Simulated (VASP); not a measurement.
A run of VASP 6.6.1:

Contents of INCAR:

```
  PREC = Accurate
  ENCUT = 910
  EDIFF = 1E-6
  ISMEAR = 0
  SIGMA = 0.05
  LREAL = False
  LASPH = True
  NELM = 120
  ALGO = Normal
  ISIF = 2
  LWAVE = False
  LCHARG = False
  NBANDS = 28
  GGA_COMPAT = False
```

Contents of KPOINTS:

```
Automatic mesh
0
Gamma
  6 6 6
```

The input POSCAR:

```
BaZrO3
1.0
    4.0333992921      0.0000000000      0.0000000000
    0.0000000000      4.3755642706      0.0000000000
    0.0000000000      0.0000000000      4.1474542849
Ba Zr O
1 1 3
Direct
    0.5000000000      0.5000000000      0.5000000000
    0.0000000000      0.0000000000      0.0000000000
    0.5000000000      0.0000000000      0.0000000000
    0.0000000000      0.5000000000      0.0000000000
    0.0000000000      0.0000000000      0.5000000000
```

Potentials or basis: VASP PAW LDA potentials, release 64 (Ba_sv, Zr_sv, O_h).

The run is started by

```bash
$ cat potpaw_LDA.64/Ba_sv/POTCAR potpaw_LDA.64/Zr_sv/POTCAR potpaw_LDA.64/O_h/POTCAR > POTCAR
$ mpirun -np 1 vasp_std > vasp.out
```

Hardware: 1 thread of Intel(R) Xeon(R) 6975P-C (Granite Rapids), on a shared host.

Question: Estimate the wall time of this run.

Answer: Wall time 120 s on 1 thread of Intel(R) Xeon(R) 6975P-C (Granite Rapids), with other jobs on the host, peak memory 0.43 GiB. Counts: scf iterations 13, k points 64.
